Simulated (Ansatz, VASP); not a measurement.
**Two plane-wave programs on CoTeH**

Contents of INCAR:

```
PREC = Accurate
ENCUT = 520
EDIFF = 1E-7
ISMEAR = 0
SIGMA = 0.1
LREAL = F
LASPH = T
NELM = 150
ALGO = Normal
ISIF = 2
LWAVE = F
LCHARG = F
ISPIN = 2
MAGMOM = 3 0 0
LORBIT = 11
LMAXMIX = 4
GGA = PE
NBANDS = 19
```

File KPOINTS:

```
Automatic mesh
0
Gamma
  6 6 6
```

Contents of POSCAR:

```
CoTeH
1.0
    3.6265774100      0.0000000000      0.0000000000
    0.0000000000      3.6265774100      0.0000000000
    0.0000000000      0.0000000000      3.6938223000
Co Te H
1 1 1
Direct
    0.5000000000      0.5000000000      0.5000000000
    0.0000000000      0.0000000000      0.0000000000
    0.5000000000      0.5000000000      0.0000000000
```

Input for Ansatz:

```yaml
crystal:
  lattice:
    - [3.62657741, 0.0, 0.0]
    - [0.0, 3.62657741, 0.0]
    - [0.0, 0.0, 3.6938223]
  atoms:
    - { symbol: Co, position: [0.5, 0.5, 0.5], spin: 3.0 }
    - { symbol: Te, position: [0.0, 0.0, 0.0] }
    - { symbol: H, position: [0.5, 0.5, 0.0] }
basis:
  ecutwfc: 420
kpoints:
  mp_grid: { grid: [6, 6, 6] }
hamiltonian:
  xc: pbe
scf:
  occupations: { method: gaussian, width: 0.1 }
  lower_state_search: "off"
output:
  forces: true
  stress: true
  eigenvalues: true
  populations: true
magnetization:
  spin_polarized: true
```

Change from the starting cell: species swapped into the DyCoC type (P4/mmm, No. 123).

Alike in both runs: task single point; functional PBE; k mesh 6 × 6 × 6; occupations gaussian, width 0.1 eV; collinear spin.

|  | VASP | Ansatz |
| --- | --- | --- |
| version | VASP 6.6.1 | Ansatz 0.2.0 |
| potentials or method | VASP PAW PBE potentials, release 64 (Co, Te, H), cutoff 520 eV | scalar-relativistic, plane waves, PAW |
| valence electrons in the cell | 16 | 34 |

|  | VASP | Ansatz | Ansatz less VASP |
| --- | --- | --- | --- |
| gap on the k mesh at the Fermi level (eV) | none | none | - |
| pressure (GPa) | -12.2 | -12.1 | +0.07 |
| traceless stress, the component that is largest in VASP (GPa) | -7.19 | -7.24 | -0.058 |
| net moment per atom (μB) | 0.42 | 0.42 | +0.002 |
| size of the moment on the site where the two differ most (μB) | 1.33 | 1.22 | -0.111 |

Site moments also hang on the region over which each program counts them. A gap of «none» marks a metal or a gap that the smearing closes. VASP's potentials hold 16 valence electrons a cell and Ansatz's 34, so a difference there can come from the potentials and not from the codes.

Spin-orbit coupling is off throughout.
